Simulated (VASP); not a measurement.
Input of a VASP 6.6.1 run:

INCAR

```
PREC = Accurate ; ENCUT = 520
EDIFF = 1E-6 ; ISMEAR = 0
SIGMA = 0.02 ; LREAL = False
LASPH = True ; NELM = 150
ALGO = Normal ; ISIF = 2
LWAVE = False ; LCHARG = True
ISPIN = 2 ; MAGMOM = 0 1.67 0 0 0 0 0 0 0 0
LORBIT = 11 ; LMAXMIX = 4
GGA = PE ; LELF = True
LVHAR = True ; NBANDS = 46
```

Contents of KPOINTS:

```
regular mesh
0
Gamma
  6 6 6
```

POSCAR

```
InRuC4N4
1.0
    6.2010002720      0.0000000000      0.0000000000
    0.0000000000      6.2010002720      0.0000000000
    0.0000000000      0.0000000000      6.2010002720
In Ru C N
1 1 4 4
Direct
    0.0000000000      0.0000000000      0.0000000000
    0.5000000000      0.5000000000      0.5000000000
    0.2011196645      0.2011196645      0.2011196645
    0.2011196645      0.7988803355      0.7988803355
    0.7988803355      0.2011196645      0.7988803355
    0.7988803355      0.7988803355      0.2011196645
    0.3101375895      0.3101375895      0.3101375895
    0.3101375895      0.6898624105      0.6898624105
    0.6898624105      0.3101375895      0.6898624105
    0.6898624105      0.6898624105      0.3101375895
```

Potentials or basis: VASP PAW PBE potentials, release 64 (In_d, Ru_pv, C, N).

The run is started by

```console
$ cat potpaw_PBE.64/In_d/POTCAR potpaw_PBE.64/Ru_pv/POTCAR potpaw_PBE.64/C/POTCAR potpaw_PBE.64/N/POTCAR > POTCAR
$ mpirun -np 1 vasp_std > vasp.out
```

Estimate the site moments.

In +0.01; Ru +2.04; C +0.07; N +0.01 μB.

Predict the pressure.

0.3 GPa.

What does it give for the band gap on the k mesh?

0.94 eV (least direct gap 1.20 eV).

Forces in eV/Å, atoms in the order of the input:
```
In   0.000  0.000  0.000
Ru   0.000  0.000  0.000
C   -0.216 -0.216 -0.216
C   -0.216  0.216  0.216
C    0.216 -0.216  0.216
C    0.216  0.216 -0.216
N    0.221  0.221  0.221
N    0.221 -0.221 -0.221
N   -0.221  0.221 -0.221
N   -0.221 -0.221  0.221
```

Caveat: spin-orbit coupling is left out, which moves the levels of the heavy elements. A k mesh can miss the band edges.
